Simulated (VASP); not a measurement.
Write the native input for VASP 6.6.1 that does the following.

```
Task                   : single point
Functional             : LDA
Potentials or basis    : VASP PAW LDA potentials, release 64 (Ta_sv_GW)
Cutoff                 : 500 eV
k mesh                 : 11 × 11 × 11
Occupations            : fermi-dirac, width 0.01 eV
Spin                   : non-collinear spin, zero start, spin-orbit coupling
Starting moments       : [[0.0, 0.0, 0.0]] μB
Hubbard terms          : Ta d U = 4.5 eV
Dipole correction      : no
Further INCAR settings : ALGO = Normal; EDIFF = 1e-06; NBANDS = 24
```

The structure of Ta lies in POSCAR:

```
Ta
1.0
   -1.6512800000      1.6512800000      1.6512800000
    1.6512800000     -1.6512800000      1.6512800000
    1.6512800000      1.6512800000     -1.6512800000
Ta
1
Direct
    0.0000000000      0.0000000000      0.0000000000
```

The input as run:

INCAR

```
SYSTEM = Ta
  ALGO = Normal
  EDIFF = 1E-6
  ENCUT = 500
  GGA = CA
  GGA_COMPAT = .FALSE.
  ISIF = 2
  ISMEAR = -1
  LASPH = .TRUE.
  LCHARG = .TRUE.
  LDAU = .TRUE.
  LDAUJ = 0
  LDAUL = 2
  LDAUPRINT = 1
  LDAUTYPE = 2
  LDAUU = 4.5
  LMAXMIX = 4
  LNONCOLLINEAR = .TRUE.
  LORBIT = 11
  LORBMOM = .TRUE.
  LREAL = .FALSE.
  LSORBIT = .TRUE.
  LVHAR = .TRUE.
  LWAVE = .FALSE.
  MAGMOM = 0 0 0
  NBANDS = 24
  NELM = 200
  PREC = Accurate
  SIGMA = 0.01
```

KPOINTS

```
k-points
0
G
  11 11 11
  0 0 0
```

Potentials or basis: VASP PAW LDA potentials, release 64 (Ta_sv_GW).

Launch:

```sh
$ cat potpaw_LDA.64/Ta_sv_GW/POTCAR > POTCAR
$ mpirun -np 1 vasp_ncl > vasp.out
```

Results of the run:

| Quantity | Value |
| --- | --- |
| Pressure | 6.1 GPa |
| Net moment | 0.00 μB per cell |
| Valence electrons inside the program's atomic spheres | Ta 12.01 |

Caveat: the cell stands under pressure; the U is typed as a test and isn't derived for this compound.

It took 23 s on 1 thread of Intel(R) Xeon(R) 6975P-C (Granite Rapids), with other jobs on the host, peak memory 0.2 GiB.
